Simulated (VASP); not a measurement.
# As: single point with r2SCAN

As:

```
CELL_PARAMETERS angstrom
2.75671 0.00000 0.00000
0.00000 2.75671 0.00000
0.00000 0.00000 2.75671
ATOMIC_POSITIONS crystal
As 0.50000 0.50000 0.50000
```

* Program: VASP 6.6.1
* Task: single point
* Functional: r2SCAN
* Potentials or basis: VASP PAW PBE potentials, release 64 (As)
* Cutoff: 520 eV
* k mesh: 10 × 10 × 10
* Occupations: fermi-dirac, width 0.05 eV
* Spin: no spin polarisation
* Dipole correction: no
* Further INCAR settings: ALGO = Normal; EDIFF = 1e-06; NBANDS = 8

```yaml
Pressure: -4.7 GPa
```

Levels at points of the mesh, in eV from the Fermi level:
| k point | band 1 | band 2 | band 3 | band 4 | band 5 | band 6 | band 7 |
| --- | --- | --- | --- | --- | --- | --- | --- |
| (0.00, 0.00, 0.00) | -15.15 | 4.12 | 4.12 | 4.12 | 8.87 | 8.87 | 11.08 |
| (0.50, 0.00, 0.00) | -12.11 | -6.77 | 6.33 | 6.33 | 11.42 | 14.73 | 15.17 |
| (0.50, 0.50, 0.00) | -8.91 | -4.24 | -4.24 | 3.16 | 8.42 | 16.61 | 17.80 |
| (0.50, 0.50, 0.50) | -5.37 | -1.91 | -1.91 | -1.91 | 6.49 | 6.49 | 6.49 |

Run time: 16 s on 1 thread of AMD EPYC 9R45 (Zen 5), on a shared host, peak memory 0.11 GiB.

Caveat: the PAW data sets were made with another functional, which shifts forces and pressure a little.
